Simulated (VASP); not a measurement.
**TaN: single point with PBE**

Crystal: TaN.

```
Ta N
1.0
     0.00000    2.26616    2.26616
     2.26616    0.00000    2.26616
     2.26616    2.26616    0.00000
Ta N
1 1
Direct
  0.50000 0.50000 0.50000
  0.00000 0.00000 0.00000
```

This cell differs from its parent crystal: strain +0.040 along x and y, +0.040 along z.

```yaml
Program: VASP 6.6.1
Task: single point
Functional: PBE
Potentials_or_basis: VASP PAW PBE potentials, release 64 (Ta_pv, N)
Cutoff: 600 eV
k_mesh: 18 × 18 × 18
Occupations: gaussian, width 0.15 eV
Spin: no spin polarisation
```

The pressure is -21.0 GPa and the band gap on the k mesh is zero (bands 8 and 9 overlap by 3.50 eV).

Levels at points of the mesh, in eV from the Fermi level:
```csv
k point,band 6,band 7,band 8,band 9,band 10,band 11
"(0.00, 0.00, 0.00)",-3.56,-3.56,-1.87,-1.87,-1.87,0.04
"(0.50, 0.00, 0.00)",-6.94,-6.94,1.63,1.63,1.72,3.54
"(0.50, 0.50, 0.00)",-4.87,-4.41,-4.41,1.83,3.05,3.05
```

It took 38 s on 1 thread of Intel(R) Xeon(R) Platinum 8559C (Emerald Rapids), with other jobs on the host, peak memory 0.23 GiB.

Caveat: the cell differs from its parent crystal (strain +0.040 along x and y, +0.040 along z); the cell stands under tension; spin-orbit coupling is left out, which moves the levels of the heavy elements.
